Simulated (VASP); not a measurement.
Input of a VASP 6.6.1 run:

Contents of INCAR:

```
ALGO = Normal
EDIFF = 1E-7
ENCUT = 520
GGA = PE
ISIF = 2
ISMEAR = -1
LASPH = T
LCHARG = F
LREAL = F
LWAVE = F
NBANDS = 12
NELM = 80
PREC = Accurate
SIGMA = 0.05
```

File KPOINTS:

```
k-points
0
Gamma
  13 13 13
```

POSCAR

```
As
1.0
    1.8417028838      1.0633076557      3.4152171905
   -1.8417028838      1.0633076557      3.4152171905
    0.0000000000     -2.1266153114      3.4152171905
As
2
Direct
    0.2275400000      0.2275400000      0.2275400000
    0.7724600000      0.7724600000      0.7724600000
```

Potentials or basis: VASP PAW PBE potentials, release 64 (As).

The run is started by

```bash
$ cat potpaw_PBE.64/As/POTCAR > POTCAR
$ mpirun -np 1 vasp_std > vasp.out
```

(1) What does it give for the band gap on the k mesh?

(2) Predict the pressure.

## Answers

(1) zero (bands 5 and 6 overlap by 0.37 eV).

(2) 9.9 GPa.

Caveat: the cell stands under pressure.
